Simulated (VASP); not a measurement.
A run of VASP 6.6.1 is set up as follows.

POSCAR

```
KRb2SbF6
1.0
    0.0000000000      6.1826063668      0.0000003378
    6.1826063668      0.0000000000      0.0000003378
    3.0913034379      3.0913034379     -4.6583037406
Sb K Rb F
1 1 2 6
Direct
    0.0000000000      0.0000000000      0.0000000000
    0.5000000000      0.5000000000      0.0000000000
    0.7500000000      0.2500000000      0.5000000000
    0.2500000000      0.7500000000      0.5000000000
    0.3148122935      0.8488976547      0.0000000000
    0.8488976547      0.6851877065      0.0000000000
    0.6851877065      0.1511023453      0.0000000000
    0.1511023453      0.3148122935      0.0000000000
    0.2350361578      0.2350361578      0.5299276845
    0.7649638422      0.7649638422      0.4700723155
```

Contents of INCAR.step1:

```
SYSTEM = KRb2SbF6
PREC     = Accurate       ! precision mode
ENCUT    = 520            ! plane-wave cutoff, eV
ISMEAR   = -1             ! smearing method
SIGMA    = 0.1            ! smearing width, eV
LREAL    = .FALSE.        ! projectors in reciprocal space
LASPH    = .TRUE.         ! aspherical terms in the spheres
NELM     = 100            ! most SCF steps
NBANDS   = 48             ! bands
GGA      = PE             ! functional
ALGO     = Normal         ! electronic algorithm
EDIFF    = 1E-4           ! SCF threshold, eV
LWAVE    = .TRUE.         ! write WAVECAR
LCHARG   = .FALSE.        ! write CHGCAR
```

INCAR.step2

```
SYSTEM = KRb2SbF6
PREC     = Accurate       ! precision mode
ENCUT    = 520            ! plane-wave cutoff, eV
EDIFF    = 1E-7           ! SCF threshold, eV
ISMEAR   = -1             ! smearing method
SIGMA    = 0.1            ! smearing width, eV
LREAL    = .FALSE.        ! projectors in reciprocal space
LASPH    = .TRUE.         ! aspherical terms in the spheres
NELM     = 100            ! most SCF steps
ALGO     = Normal         ! electronic algorithm
ISIF     = 2              ! what is computed and relaxed
LWAVE    = .FALSE.        ! write WAVECAR
LCHARG   = .FALSE.        ! write CHGCAR
METAGGA  = R2SCAN         ! meta-GGA
LMIXTAU  = .TRUE.       
NBANDS   = 48             ! bands
ISTART   = 1
```

The input KPOINTS:

```
Automatic mesh
0
G
  4 4 4
  0 0 0
```

Potentials or basis: VASP PAW PBE potentials, release 64 (Sb, K_sv, Rb_sv, F).

Command:

```console
$ cat potpaw_PBE.64/Sb/POTCAR potpaw_PBE.64/K_sv/POTCAR potpaw_PBE.64/Rb_sv/POTCAR potpaw_PBE.64/F/POTCAR > POTCAR
$ cp INCAR.step1 INCAR
$ mpirun -np 1 vasp_std > vasp.out
$ cp INCAR.step2 INCAR
$ mpirun -np 1 vasp_std > vasp.out
```

**Question.** What does it give for the band gap on the k mesh?

**Answer.** 4.43 eV (least direct gap 4.58 eV).

**Question.** Estimate the largest force.

**Answer.** 0.094 eV/Å.

Forces on the atoms (eV/Å):
```
Sb   0.000  0.000  0.000
K    0.000  0.000  0.000
Rb   0.000  0.000  0.000
Rb   0.000  0.000  0.000
F    0.044 -0.083  0.000
F    0.083  0.044  0.000
F   -0.044  0.083  0.000
F   -0.083 -0.044  0.000
F    0.000  0.000 -0.092
F    0.000  0.000  0.092
```

Caveat: the PAW data sets were made with another functional, which shifts forces and pressure a little; spin-orbit coupling is left out, which moves the levels of the heavy elements. A k mesh can miss the band edges.
